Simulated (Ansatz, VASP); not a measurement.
# One calculation of Br, two programs

File INCAR:

```
PREC = Accurate ; ENCUT = 600
EDIFF = 1E-6 ; ISMEAR = -1
SIGMA = 0.1 ; LREAL = F
LASPH = T ; NELM = 100
ALGO = Normal ; ISIF = 3
LWAVE = F ; LCHARG = F
GGA = CA ; IBRION = 2
NSW = 60 ; EDIFFG = -0.005
```

Contents of KPOINTS:

```
Automatic mesh
0
Gamma
  14 14 14
```

File POSCAR:

```
Br
1.0
    0.0000000000      2.3811015780      2.3811015780
    2.3811015780      0.0000000000      2.3811015780
    2.3811015780      2.3811015780      0.0000000000
Br
1
Direct
    0.0000000000      0.0000000000      0.0000000000
```

Input for Ansatz:

```yaml
crystal:
  lattice:
    - [0.0, 2.381101578, 2.381101578]
    - [2.381101578, 0.0, 2.381101578]
    - [2.381101578, 2.381101578, 0.0]
  atoms:
    - { symbol: Br, position: [0.0, 0.0, 0.0] }
kpoints:
  mp_grid: { grid: [14, 14, 14] }
scf:
  occupations: { method: fermi_dirac, width: 0.1 }
hamiltonian:
  xc: lda
  pseudopotentials: { kind: paw }
output:
  forces: true
  stress: true
relax:
  f_tol: 0.005
  max_steps: 40
  cell: {}
```

Alike in both runs: task relaxation of cell and atoms; functional LDA; k mesh 14 × 14 × 14; occupations fermi-dirac, width 0.1 eV; no spin polarisation.

```csv
,VASP,Ansatz
version,VASP 6.6.1,Ansatz 0.2.0
potentials or method,"VASP PAW LDA potentials, release 64 (Br)","PAW with Ansatz's default frozen-core files, scalar-relativistic"
plane-wave cutoff (eV),600,420
valence electrons in the cell,7,7
```

```tsv
	VASP	Ansatz	Ansatz less VASP
relaxed volume (Å³/atom)	22.96	22.95	-0.013
relaxed cell length with the largest relative difference (Å)	3.190	3.190	-0.0006
```

LDA's correlation is that of Perdew and Zunger in VASP and of Perdew and Wang (1992) in Ansatz.
